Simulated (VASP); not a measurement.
# ZnRe (P-6m2) in VASP: further runs

ZnRe is run at these levels: revPBE, PBE; tasks: single point, relaxation of cell and atoms.

Program: VASP 6.6.1. These are calculated values, not measurements. Logs are shortened: lines on timing, memory, paths and dates and some standing lists are left out, and cuts for length are marked.

## Step 1: The cell of the first run

The structure is hexagonal, space group P-6m2 (No. 187). The conventional cell has a = 2.743 Å, b = 2.743 Å, c = 4.477 Å, α = 90.00°, β = 90.00°, γ = 120.00°. Within 3.6 Å of Zn (site symmetry -6m2) lie 6 Re at 2.74 Å and 6 Zn at 2.74 Å. Within 3.6 Å of Re (site symmetry -6m2) lie 6 Zn at 2.74 Å and 6 Re at 2.74 Å.

## Step 2: Single point, revPBE

Input file INCAR:

```
PREC = Accurate
ENCUT = 520
EDIFF = 1E-6
ISMEAR = 0
SIGMA = 0.1
LREAL = F
LASPH = T
NELM = 80
ALGO = Fast
ISIF = 2
LWAVE = F
LCHARG = T
GGA = RE
LELF = T
LVHAR = T
NBANDS = 16
```

Input file KPOINTS:

```
regular mesh
0
Gamma
  24 24 12
```

Input file POSCAR:

```
ZnRe
1.0
    2.7431120854      0.0000000000      0.0000000000
   -1.3715560427      2.3756047514      0.0000000000
    0.0000000000      0.0000000000      4.4773604783
Zn Re
1 1
Direct
    0.0000000000      0.0000000000      0.0000000000
    0.3333333333      0.6666666667      0.5000000000
```

Potentials or basis: VASP PAW PBE potentials, release 64 (Zn, Re).

Command:

```sh
> cat potpaw_PBE.64/Zn/POTCAR potpaw_PBE.64/Re/POTCAR > POTCAR
> mpirun -np 1 vasp_std > vasp.out
```

OUTCAR:

```text
PREC = Accurate
   ENCUT = 520
   EDIFF = 1E-6
   ISMEAR = 0
   LREAL = F
   LASPH = T
   NELM = 80
   ISIF = 2
   GGA = RE

 ion  position               nearest neighbor table
   1  0.000  0.000  0.000-   2 2.74   2 2.74   2 2.74   2 2.74   2 2.74   2 2.74
   2  0.333  0.667  0.500-   1 2.74   1 2.74   1 2.74   1 2.74   1 2.74   1 2.74

  LATTYP: Found a hexagonal cell.
 ALAT       =     2.7431120854
 C/A-ratio  =     1.6322192965

  Lattice vectors:

 A1 = (   2.7431120854,   0.0000000000,   0.0000000000)
 A2 = (  -1.3715560427,   2.3756047514,   0.0000000000)
 A3 = (   0.0000000000,   0.0000000000,   4.4773604783)

Analysis of symmetry for initial positions (statically):
=====================================================================
 Subroutine PRICEL returns:
 Original cell was already a primitive cell.

 Routine SETGRP: Setting up the symmetry group for a
 hexagonal supercell.

 Subroutine GETGRP returns: Found 12 space group operations
 (whereof 12 operations were pure point group operations)
 out of a pool of 24 trial point group operations.

The static configuration has the point symmetry D_3h.

Analysis of symmetry for dynamics (positions and initial velocities):
=====================================================================
 Subroutine PRICEL returns:
 Original cell was already a primitive cell.

 Routine SETGRP: Setting up the symmetry group for a
 hexagonal supercell.

 Subroutine GETGRP returns: Found 12 space group operations
 (whereof 12 operations were pure point group operations)
 out of a pool of 24 trial point group operations.

The dynamic configuration has the point symmetry D_3h.

 Subroutine INISYM returns: Found 12 space group operations
 (whereof 12 operations are pure point group operations),
 and found     1 'primitive' translations

----------------------------------------------------------------------------------------

                                     Primitive cell

  volume of cell :      29.1769

  direct lattice vectors                    reciprocal lattice vectors
     2.743112085  0.000000000  0.000000000     0.364549449  0.210472723  0.000000000
    -1.371556043  2.375604751  0.000000000     0.000000000  0.420945445  0.000000000
     0.000000000  0.000000000  4.477360478     0.000000000  0.000000000  0.223345876

  length of vectors
     2.743112085  2.743112085  4.477360478     0.420945445  0.420945445  0.223345876

  position of ions in fractional coordinates (direct lattice)
     0.000000000  0.000000000  0.000000000
     0.333333333  0.666666667  0.500000000

  ion indices of the primitive-cell ions
   primitive index   ion index
                 1           1
                 2           2

----------------------------------------------------------------------------------------

 KPOINTS: regular mesh

Automatic generation of k-mesh.
 Grid dimensions read from file:
 generate k-points for:   24   24   12

 Generating k-lattice:

  Cartesian coordinates                     Fractional coordinates (reciprocal lattice)
     0.015189560  0.008769697  0.000000000     0.041666667  0.000000000  0.000000000
     0.000000000  0.017539394  0.000000000     0.000000000  0.041666667  0.000000000
     0.000000000  0.000000000  0.018612156     0.000000000  0.000000000  0.083333333

  Length of vectors
     0.017539394  0.017539394  0.018612156

  Shift w.r.t. Gamma in fractional coordinates (k-lattice)
     0.000000000  0.000000000  0.000000000

 Subroutine IBZKPT returns following result:
 ===========================================

 Found    427 irreducible k-points:

 Following reciprocal coordinates:
            Coordinates               Weight
  0.000000  0.000000  0.000000      1.000000
  0.041667  0.000000  0.000000      6.000000
  0.083333  0.000000  0.000000      6.000000
  0.125000  0.000000  0.000000      6.000000
  0.166667 -0.000000  0.000000      6.000000
  0.208333  0.000000  0.000000      6.000000
[... 16 lines left out ...]
  0.416667  0.041667  0.000000     12.000000
  0.458333  0.041667  0.000000     12.000000
 [... further k-points ...]
   k-points           NKPTS =    427   k-points in BZ     NKDIM =    427   number of bands    NBANDS=     16
   number of dos      NEDOS =    301   number of ions     NIONS =      2
   total plane-waves  NPLWV =  14400
   dimension x,y,z NGX =    20 NGY =   20 NGZ =   36
   dimension x,y,z NGXF=    40 NGYF=   40 NGZF=   72
   ions per type =               1   1
   NGX,Y,Z   is equivalent  to a cutoff of  12.12, 12.12, 13.37 a.u.
   NGXF,Y,Z  is equivalent  to a cutoff of  24.24, 24.24, 26.73 a.u.
 SYSTEM =  unknown system
   PREC   = accura    normal or accurate (medium, high low for compatibility)
   ISTART =      0    job   : 0-new  1-cont  2-samecut
   ICHARG =      2    charge: 1-file 2-atom 10-const
   ISPIN  =      1    spin polarized calculation?
   LNONCOLLINEAR =      F non collinear calculations
   LSORBIT =      F    spin-orbit coupling
   LASPH  =      T    aspherical Exc in radial PAW
   ENCUT  =  520.0 eV  38.22 Ry    6.18 a.u.   5.10  5.10  8.32*2*pi/ulx,y,z
   NELM   =     80;   NELMIN=  2; NELMDL= -5     # of ELM steps
   EDIFF  = 0.1E-05   stopping-criterion for ELM
   LREAL  =      F    real-space projection
   EDIFFG = 0.1E-04   stopping-criterion for IOM
   NSW    =      0    number of steps for IOM
   IBRION =     -1    ionic relax: 0-MD 1-quasi-New 2-CG
   NFREE  =      0    steps in history (QN), initial steepest desc. (CG)
   ISIF   =      2    stress and relaxation
   ISYM   =      2    0-nonsym 1-usesym 2-fastsym
   POTIM  = 0.5000    time-step for ionic-motion
   TEBEG  =    0.0;   TEEND  =   0.0 temperature during run
   PSTRESS=    0.0 pullay stress
   NELECT =      19.0000    total number of electrons
   NUPDOWN=      -1.0000    fix difference up-down
   EMIN   =  10.00;   EMAX   =-10.00  energy-range for DOS
   EFERMI =   0.00;   METHOD = LEGACY
   ISMEAR =     0;   SIGMA  =   0.10  broadening in eV -4-tet -1-fermi 0-gaus
   EFERMI_NEDOS =   21; number of points for ismear=-14 and -15
   IALGO  =     68    algorithm
   IMIX   =      4    mixing-type and parameters
     AMIX     =   0.40;   BMIX     =  1.00
     AMIX_MAG =   1.60;   BMIX_MAG =  1.00
  volume/ion in A,a.u.               =      14.59        98.45
  Fermi-wavevector in a.u.,A,eV,Ry     =   1.418990  2.681503 27.395787  2.013534
  Thomas-Fermi vector in A             =   2.540058
   LORBIT       =      0    0 simple, 1 ext, 2 COOP (PROOUT), +10 PAW based schemes
   GGA     = RE    functional components
   LHFCALC =     F    Hartree Fock is set to
   AEXX    =    0.0000 exact exchange contribution
   IVDW    =     0    specifies the selected vdW correction
   LEPSILON=     F    determine dielectric tensor
   LRPA    =     F    only Hartree local field effects (RPA)
 non-spin polarized calculation
 RMM-DIIS sequential band-by-band and
 Gauss-broadening in eV      SIGMA  =   0.10
  energy-cutoff  :      520.00
  volume of cell :       29.18
 maximum number of plane-waves:       801
   NGX = 11   NGY = 11   NGZ = 17

 number of electron      19.0000016 magnetization

 Free energy of the ion-electron system (eV)
  ---------------------------------------------------
  ext. energy  EPLUGINS =         0.00000000
  ---------------------------------------------------
  free energy    TOTEN  =       -12.26049675 eV

  energy without entropy =      -12.25422315  energy(sigma->0) =      -12.25735995

 E-fermi :   5.6688     XC(G=0): -12.7697

 val. band max:        5.6673882564   @ k =   0.3333   0.2500   0.5000
 cond. band min:       5.6708239951   @ k =   0.2917   0.2917   0.5000
 fundamental gap:      0.0034357386
 Fermi energy:         5.6687768016

 k-point     1 :       0.0000    0.0000    0.0000
  band No.  band energies     occupation
      1      -4.6237      2.00000
      2      -2.2500      2.00000
      3      -1.6143      2.00000
      4      -1.6143      2.00000
      5      -1.2270      2.00000
      6      -1.2270      2.00000
[... 8 lines left out ...]
     15      22.9945      0.00000
     16      23.3278      0.00000

 k-point     2 :       0.0417    0.0000    0.0000
  band No.  band energies     occupation
      1      -4.5663      2.00000
      2      -2.2299      2.00000
      3      -1.6212      2.00000
      4      -1.6039      2.00000
      5      -1.2402      2.00000
      6      -1.2301      2.00000
[... 8 lines left out ...]
     15      22.2754      0.00000
     16      22.5719      0.00000

 k-point     3 :       0.0833    0.0000    0.0000
  band No.  band energies     occupation
      1      -4.3963      2.00000
      2      -2.1744      2.00000
      3      -1.6401      2.00000
      4      -1.5730      2.00000
      5      -1.2788      2.00000
      6      -1.2390      2.00000
[... 8 lines left out ...]
     15      21.3484      0.00000
     16      21.7183      0.00000

 k-point     4 :       0.1250    0.0000    0.0000
  band No.  band energies     occupation
      1      -4.1206      2.00000
      2      -2.0965      2.00000
      3      -1.6647      2.00000
      4      -1.5234      2.00000
      5      -1.3396      2.00000
      6      -1.2532      2.00000
[... 8 lines left out ...]
     15      20.8042      0.00000
     16      21.6089      0.00000

 k-point     5 :       0.1667   -0.0000    0.0000
  band No.  band energies     occupation
      1      -3.7518      2.00000
      2      -2.0172      2.00000
      3      -1.6804      2.00000
      4      -1.4580      2.00000
      5      -1.4182      2.00000
      6      -1.2718      2.00000
[... 8 lines left out ...]
     15      19.9167      0.00000
     16      22.0033      0.00000

 k-point     6 :       0.2083    0.0000    0.0000
  band No.  band energies     occupation
      1      -3.3108      2.00000
      2      -1.9642      2.00000
      3      -1.6581      2.00000
      4      -1.5087      2.00000
      5      -1.3808      2.00000
      6      -1.2935      2.00000
[... 8 lines left out ...]
     15      19.0840      0.00000
     16      21.8973      0.00000

 k-point     7 :       0.2500    0.0000    0.0000
  band No.  band energies     occupation
      1      -2.8416      2.00000
      2      -1.9444      2.00000
      3      -1.6049      2.00000
      4      -1.5652      2.00000
      5      -1.3168      2.00000
      6      -1.2964      2.00000
[... 8 lines left out ...]
     15      18.3177      0.00000
     16      21.0225      0.00000

 k-point     8 :       0.2917    0.0000    0.0000
  band No.  band energies     occupation
      1      -2.4536      2.00000
      2      -1.9092      2.00000
      3      -1.7004      2.00000
      4      -1.3599      2.00000
      5      -1.3402      2.00000
      6      -1.2105      2.00000
[... 8 lines left out ...]
     15      17.6233      0.00000
     16      20.2728      0.00000

 k-point     9 :       0.3333    0.0000    0.0000
  band No.  band energies     occupation
      1      -2.2884      2.00000
      2      -1.8196      2.00000
      3      -1.7889      2.00000
      4      -1.3621      2.00000
      5      -1.1290      2.00000
      6      -0.9673      2.00000
[... 8 lines left out ...]
     15      17.0052      0.00000
     16      19.6513      0.00000
[... 172 lines left out ...]
 k-point    19 :       0.2500    0.0417    0.0000
  band No.  band energies     occupation
      1      -2.5928      2.00000
      2      -1.9228      2.00000
      3      -1.6552      2.00000
      4      -1.5226      2.00000
      5      -1.3346      2.00000
      6      -1.2076      2.00000
[... 8 lines left out ...]
     15      17.5032      0.00000
     16      20.6382      0.00000

 k-point    20 :       0.2917    0.0417    0.0000
  band No.  band energies     occupation
      1      -2.3168      2.00000
      2      -1.8569      2.00000
      3      -1.7466      2.00000
      4      -1.3581      2.00000
      5      -1.3118      2.00000
      6      -1.0330      2.00000
[... 8 lines left out ...]
     15      16.8827      0.00000
     16      19.9620      0.00000

 k-point    21 :       0.3333    0.0417    0.0000
  band No.  band energies     occupation
      1      -2.2505      2.00000
      2      -1.8281      2.00000
      3      -1.7644      2.00000
      4      -1.3792      2.00000
      5      -1.1501      2.00000
      6      -0.6352      2.00000
[... 8 lines left out ...]
     15      16.3292      0.00000
     16      19.4075      0.00000

 k-point    22 :       0.3750    0.0417    0.0000
  band No.  band energies     occupation
      1      -2.2563      2.00000
      2      -1.8945      2.00000
      3      -1.7045      2.00000
      4      -1.3964      2.00000
      5      -1.0639      2.00000
      6      -0.1519      2.00000
[... 8 lines left out ...]
     15      15.8517      0.00000
     16      18.9816      0.00000

 k-point    23 :       0.4167    0.0417    0.0000
  band No.  band energies     occupation
      1      -2.2730      2.00000
      2      -1.9414      2.00000
      3      -1.6723      2.00000
      4      -1.4085      2.00000
      5      -1.0106      2.00000
      6       0.1864      2.00000
[... 8 lines left out ...]
     15      15.4734      0.00000
     16      18.4511      0.00000

 k-point    24 :       0.4583    0.0417    0.0000
  band No.  band energies     occupation
      1      -2.2839      2.00000
      2      -1.9657      2.00000
      3      -1.6585      2.00000
      4      -1.4147      2.00000
      5      -0.9841      2.00000
      6       0.3233      2.00000
[... 8 lines left out ...]
     15      15.2452      0.00000
     16      17.5643      0.00000

 [... further k-points ...]
[... 5 lines left out ...]
  --------------------------------------------------------------------------------------
  -------------------------------------------------------------------------------------
  Total        0.4572707      0.4572707      0.5886358      0.0000000     -0.0000000      0.0000000
  in kB       25.1098509     25.1098509     32.3234317      0.0000000     -0.0000000      0.0000000
  external PRESSURE =      27.5143779 kB  Pullay stress =       0.0000000 kB

 VOLUME and BASIS-vectors are now :
 -----------------------------------------------------------------------------
  energy-cutoff  :      520.00
  volume of cell :       29.18
      direct lattice vectors                 reciprocal lattice vectors
     2.743112085  0.000000000  0.000000000     0.364549449  0.210472723  0.000000000
    -1.371556043  2.375604751  0.000000000     0.000000000  0.420945445  0.000000000
     0.000000000  0.000000000  4.477360478     0.000000000  0.000000000  0.223345876

 POSITION                                       TOTAL-FORCE (eV/Angst)
 -----------------------------------------------------------------------------------
      0.00000      0.00000      0.00000         0.000000     -0.000000      0.000000
     -0.00000      1.58374      2.23868        -0.000000      0.000000      0.000000
 -----------------------------------------------------------------------------------
    total drift:                               -0.000000      0.000000      0.000000

  FREE ENERGIE OF THE ION-ELECTRON SYSTEM (eV)
  ---------------------------------------------------
  free  energy   TOTEN  =       -12.2604967478 eV

  energy  without entropy=      -12.2542231494  energy(sigma->0) =      -12.25735995
```

Run time: 88 s. Hardware: 1 thread of Intel Xeon 6975P-C (Granite Rapids), shared host; peak memory 0.31 GiB.

What came out:

```yaml
Free_energy: -12.2605 eV
Pressure: 2.8 GPa
```

Levels at points of the mesh, in eV from the Fermi level:
```tsv
k point	band 6	band 7	band 8	band 9	band 10	band 11	band 12	band 13	band 14	band 15
(0.00, 0.00, 0.00)	-6.90	-5.02	-1.53	-1.26	-1.26	1.73	1.73	4.85	14.68	17.33
(0.50, 0.00, 0.00)	-5.39	-3.99	-3.28	-1.61	0.77	4.20	5.02	6.41	6.75	9.96
(0.00, 0.00, 0.50)	-6.90	-6.90	-3.13	-1.17	-1.17	1.66	1.66	9.59	14.23	14.94
(0.50, 0.00, 0.50)	-5.21	-4.61	-1.36	-0.46	0.26	1.13	4.20	4.21	8.54	12.74
```

Caveat: the PAW data sets were made with another functional, which shifts forces and pressure a little; spin-orbit coupling is left out, which moves the levels of the heavy elements.

## Step 3: Relaxation of cell and atoms, PBE

This run uses another cell than the first one, of 14.70 Å³/atom, 1.007 times its volume.

Input file INCAR:

```
SYSTEM = ZnRe
PREC = Accurate
ENCUT = 600
EDIFF = 1E-7
ISMEAR = 0
SIGMA = 0.1
LREAL = .False.
LASPH = .True.
NELM = 100
ALGO = Fast
ISIF = 3
LWAVE = .False.
LCHARG = .False.
GGA = PE
IBRION = 2
NSW = 100
EDIFFG = -0.01
```

Input file KPOINTS:

```
regular mesh
0
Gamma
  24 24 12
  0 0 0
```

Input file POSCAR:

```
ZnRe
1.0
    2.7482183437      0.0000000000      0.0000000000
   -1.3741091718      2.3800269008      0.0000000000
    0.0000000000      0.0000000000      4.4940660000
Zn Re
1 1
Direct
    0.0000000000      0.0000000000      0.0000000000
    0.3333333300      0.6666666700      0.5000000000
```

Potentials or basis: VASP PAW PBE potentials, release 64 (Zn, Re).

Command:

```sh
> cat potpaw_PBE.64/Zn/POTCAR potpaw_PBE.64/Re/POTCAR > POTCAR
> mpirun -np 1 vasp_std > vasp.out
```

It took 4.5 min on 1 thread of Intel Xeon 6975P-C (Granite Rapids), shared host; peak memory 0.37 GiB.

It converged, with:

```yaml
Free_energy: -13.0596 eV
Relaxed_volume: 14.60 Å³/atom
Relaxed_cell: a = 2.742 Å, b = 2.742 Å, c = 4.485 Å, α = 90.00°, β = 90.00°, γ = 120.00°
Space_group_after_relaxing_to_0.05_Å: P-6m2 (No. 187)
Energy_gained_by_relaxing: 0.5 meV/atom
Ionic_steps: 6
Pressure_after_relaxing: 0.0 GPa
```

Stress tensor (GPa, compression positive):
```
 0.04  0.00  0.00
 0.00  0.04  0.00
 0.00  0.00 -0.10
```

Step by step:
| step | energy change (eV) | largest force (eV/Å) | pressure (GPa) | volume (Å³) |
| --- | --- | --- | --- | --- |
| 1 | 0.0000 | 0.0000 | -1.54 | 29.39 |
| 2 | 0.0027 | 0.0000 | 3.18 | 28.80 |
| 3 | -0.0010 | 0.0000 | 0.14 | 29.19 |
| 4 | -0.0010 | 0.0000 | -0.11 | 29.20 |
| 5 | -0.0010 | 0.0000 | -0.04 | 29.20 |
| 6 | -0.0010 | 0.0000 | 0.00 | 29.19 |

Final structure:
```
Zn Re
1.0
     2.74157    0.00000    0.00000
    -1.37078    2.37427    0.00000
     0.00000    0.00000    4.48472
Zn Re
1 1
Cartesian
  0.0000 0.0000 0.0000
  0.0000 1.5828 2.2424
```

Levels at points of the mesh, in eV from the Fermi level:
| k point | band 8 | band 9 | band 10 | band 11 | band 12 | band 13 |
| --- | --- | --- | --- | --- | --- | --- |
| (0.00, 0.00, 0.00) | -1.54 | -1.26 | -1.26 | 1.73 | 1.73 | 4.79 |
| (0.50, 0.00, 0.00) | -3.27 | -1.62 | 0.77 | 4.21 | 5.01 | 6.41 |
| (0.00, 0.00, 0.50) | -3.14 | -1.18 | -1.18 | 1.66 | 1.66 | 9.55 |
| (0.50, 0.00, 0.50) | -1.37 | -0.46 | 0.27 | 1.15 | 4.15 | 4.22 |

Caveat: spin-orbit coupling is left out, which moves the levels of the heavy elements.
